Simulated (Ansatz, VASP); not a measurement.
## BaF2: VASP beside Ansatz

```xyz
3
Lattice="0.0000 3.1348 3.1348 3.1348 0.0000 3.1348 3.1348 3.1348 0.0000" Properties=species:S:1:pos:R:3 pbc="T T T"
Ba    0.0000    0.0000    0.0000
F     1.5674    1.5674    1.5674
F     4.7022    4.7022    4.7022
```

Alike in both runs: task single point; functional r2SCAN; k mesh 5 × 5 × 5; occupations gaussian, width 0.0108 eV; no spin polarisation.

|  | VASP | Ansatz |
| --- | --- | --- |
| version | VASP 6.6.1 | Ansatz 0.2.0 |
| potentials or method | VASP PAW PBE potentials, release 64 (Ba_sv, F), cutoff 660 eV | PAW plane waves |
| valence electrons in the cell | 24 | 24 |

Ansatz gave:

* gap on the k mesh at the Fermi level (eV): 7.26
* pressure (GPa): -2.0

Estimate VASP's values.

gap on the k mesh at the Fermi level (eV): 7.19; pressure (GPa): -1.3.

VASP's potentials were made for PBE, not for r2SCAN. With one functional, cell and mesh, what is left measures potentials, basis and numerics.

Neither program's run includes spin-orbit coupling.
